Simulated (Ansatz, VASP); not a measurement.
# Two plane-wave programs on AgBr

```
Ag Br
1.0
     0.00000    2.92166    2.92166
     2.92166    0.00000    2.92166
     2.92166    2.92166    0.00000
Ag Br
1 1
Cartesian
  0.0000 0.0000 0.0000
  2.9217 2.9217 2.9217
```

Alike in both runs: task relaxation of cell and atoms; functional LDA; k mesh 8 × 8 × 8; occupations gaussian, width 0.02 eV; no spin polarisation.

|  | VASP | Ansatz |
| --- | --- | --- |
| version | VASP 6.6.1 | Ansatz 0.2.0 |
| potentials or method | VASP PAW LDA potentials, release 64 (Ag, Br), cutoff 500 eV | scalar-relativistic, plane waves, PAW |
| valence electrons in the cell | 18 | 26 |

```tsv
	VASP	Ansatz	Ansatz less VASP
gap on the k mesh at the Fermi level, each at its own relaxed structure (eV)	0.42	0.38	-0.035
relaxed volume (Å³/atom)	21.79	21.77	-0.024
relaxed cell length with the largest relative difference (Å)	3.950	3.949	-0.0014
```

LDA's correlation is that of Perdew and Zunger in VASP and of Perdew and Wang (1992) in Ansatz. VASP's potentials hold 18 valence electrons a cell and Ansatz's 26, so a difference there can come from the potentials and not from the codes.
